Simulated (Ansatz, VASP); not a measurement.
One calculation of Pd, two programs

File INCAR:

```
SYSTEM = Pd
ALGO     = Normal         ! electronic algorithm
EDIFF    = 1E-8           ! SCF threshold, eV
ENCUT    = 520            ! plane-wave cutoff, eV
GGA      = PE             ! functional
ISIF     = 2              ! what is computed and relaxed
ISMEAR   = -1             ! smearing method
LASPH    = .True.         ! aspherical terms in the spheres
LCHARG   = .False.        ! write CHGCAR
LEFG     = .True.       
LREAL    = .False.        ! projectors in reciprocal space
LWAVE    = .False.        ! write WAVECAR
NBANDS   = 11             ! bands
NELM     = 100            ! most SCF steps
PREC     = Accurate       ! precision mode
SIGMA    = 0.03           ! smearing width, eV
```

File KPOINTS:

```
k-points
0
Gamma
  13 13 13
  0 0 0
```

The input POSCAR:

```
Pd
1.0
    2.5776070080      0.0000000000      0.0000000000
    0.0000000000      2.5776070080      0.0000000000
    0.0000000000      0.0000000000      2.5776070080
Pd
1
Direct
    0.0000000000      0.0000000000      0.0000000000
```

Input for Ansatz:

```yaml
crystal:
  lattice:
    - [2.577607008, 0.0, 0.0]
    - [0.0, 2.577607008, 0.0]
    - [0.0, 0.0, 2.577607008]
  atoms:
    - { symbol: Pd, position: [0.0, 0.0, 0.0] }
kpoints:
  mp_grid: { grid: [13, 13, 13] }
scf:
  occupations: { method: fermi_dirac, width: 0.03 }
hamiltonian:
  xc: pbe
  pseudopotentials: { kind: paw }
output:
  forces: true
  stress: true
  eigenvalues: true
  efg: { contact_densities: true }
```

Change from the starting cell: volume scaled by 0.96, PAW files.

Alike in both runs: task electric field gradients; functional PBE; k mesh 13 × 13 × 13; occupations fermi-dirac, width 0.03 eV; no spin polarisation.

```csv
,VASP,Ansatz
version,VASP 6.6.1,Ansatz 0.2.0
potentials or method,"VASP PAW PBE potentials, release 64 (Pd)","PAW with Ansatz's default frozen-core files, scalar-relativistic"
plane-wave cutoff (eV),520,420
valence electrons in the cell,10,18
```

VASP gave:

- pressure (GPa): 5.1

**Question.** Which values does Ansatz return?

**Answer.** Pressure (GPa): 5.5.

With one functional, cell and mesh, what is left measures potentials, basis and numerics. VASP's potentials hold 10 valence electrons a cell and Ansatz's 18, so a difference there can come from the potentials and not from the codes.
